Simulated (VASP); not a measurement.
# SnTe: single point with r2SCAN

The system is SnTe.

```
CELL_PARAMETERS angstrom
0.00000 3.61115 3.61115
3.61115 0.00000 3.61115
3.61115 3.61115 0.00000
ATOMIC_POSITIONS crystal
Sn 0.00000 0.00000 0.00000
Te 0.74723 0.74723 0.75277
```

```
Program             : VASP 6.6.1
Task                : single point
Functional          : r2SCAN
Potentials or basis : VASP PAW PBE potentials, release 64 (Sn_d, Te)
Cutoff              : 520 eV
k mesh              : 4 × 4 × 4
Occupations         : gaussian, width 0.01 eV
Spin                : no spin polarisation
```

| Quantity | Value |
| --- | --- |
| Pressure | -0.7 GPa |
| Largest force | 0.048 eV/Å |
| Band gap on the k mesh | 0.16 eV, indirect (least direct gap 0.90 eV) |

Forces on the atoms (eV/Å):
```
Sn   0.000  0.000 -0.048
Te   0.000  0.000  0.048
```

Stress tensor (GPa, compression positive):
```
-0.69 -0.10  0.00
-0.10 -0.69  0.00
 0.00  0.00 -0.69
```

Levels at points of the mesh, in eV from the valence-band top:
```csv
k point,band 6,band 7,band 8,band 9,band 10,band 11,band 12,band 13,band 14,band 15
"(0.00, 0.00, 0.00)",-12.08,-5.25,-2.20,-2.15,-2.11,1.02,1.06,1.09,4.26,6.77
"(0.50, 0.00, 0.00)",-11.49,-7.33,-2.72,-2.67,-2.10,1.86,1.95,3.61,5.86,6.50
"(0.00, 0.00, 0.50)",-11.51,-7.28,-2.74,-2.68,-2.15,1.84,1.94,3.57,5.85,6.56
"(0.50, 0.50, 0.00)",-11.26,-7.70,-3.40,-3.36,-0.74,0.16,4.06,4.12,5.68,6.62
"(0.00, 0.50, 0.50)",-11.26,-7.70,-3.38,-3.38,-0.74,0.16,4.09,4.09,5.68,6.62
```

Wall time 69 s on 1 thread of Intel(R) Xeon(R) 6975P-C (Granite Rapids), with other jobs on the host, peak memory 0.26 GiB.

Caveat: the PAW data sets were made with another functional, which shifts forces and pressure a little; spin-orbit coupling is left out, which moves the levels of the heavy elements. A k mesh can miss the band edges.
